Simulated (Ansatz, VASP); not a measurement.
## BaTe in VASP and in Ansatz

INCAR

```
SYSTEM = BaTe
ALGO = Normal ; EDIFF = 1E-7
EDIFFG = -0.01 ; ENCUT = 600
GGA = PS ; IBRION = 2
ISIF = 3 ; ISMEAR = -1
LASPH = .TRUE. ; LCHARG = .FALSE.
LREAL = .FALSE. ; LWAVE = .FALSE.
NELM = 100 ; NSW = 80
PREC = Accurate ; SIGMA = 0.02
```

KPOINTS

```
k-points
0
G
  8 8 8
  0 0 0
```

File POSCAR:

```
BaTe
1.0
    0.0000000000      3.4100000000      3.4100000000
    3.4100000000      0.0000000000      3.4100000000
    3.4100000000      3.4100000000      0.0000000000
Ba Te
1 1
Direct
    0.0000000000      0.0000000000      0.0000000000
    0.5000000000      0.5000000000      0.5000000000
```

Input for Ansatz:

```yaml
crystal:
  lattice:
    - [0.0, 3.41, 3.41]
    - [3.41, 0.0, 3.41]
    - [3.41, 3.41, 0.0]
  atoms:
    - { symbol: Ba, position: [0.0, 0.0, 0.0] }
    - { symbol: Te, position: [0.5, 0.5, 0.5] }
  symmetry: { tolerance: 0.0003 }
hamiltonian:
  xc: pbesol
  pseudopotentials: { kind: paw, azcp: { folder: soft_1 } }
basis:
  ecutwfc: 420
magnetization:
  spin_polarized: false
scf:
  occupations: { method: fermi_dirac, width: 0.02 }
kpoints:
  mp_grid: { grid: [8, 8, 8], shift: [0, 0, 0] }
output:
  forces: true
  stress: true
  eigenvalues: true
relax:
  max_steps: 60
  cell: {}
```

Alike in both runs: task relaxation of cell and atoms; functional PBEsol; k mesh 8 × 8 × 8; occupations fermi-dirac, width 0.02 eV; no spin polarisation.

|  | VASP | Ansatz |
| --- | --- | --- |
| version | VASP 6.6.1 | Ansatz 0.2.0 |
| potentials or method | VASP PAW PBE potentials, release 64 (Ba_sv, Te), cutoff 600 eV | PAW plane waves |
| valence electrons in the cell | 16 | 26 |

```csv
,VASP,Ansatz,Ansatz less VASP
"gap on the k mesh at the Fermi level, each at its own relaxed structure (eV)",1.40,1.46,+0.064
relaxed volume (Å³/atom),42.29,41.84,-0.452
relaxed cell length with the largest relative difference (Å),4.927,4.910,-0.0176
```

VASP's potentials were made for PBE, not for PBEsol, and Ansatz warns of the same on its side. VASP's potentials hold 16 valence electrons a cell and Ansatz's 26, so a difference there can come from the potentials and not from the codes.

Neither program's run includes spin-orbit coupling.
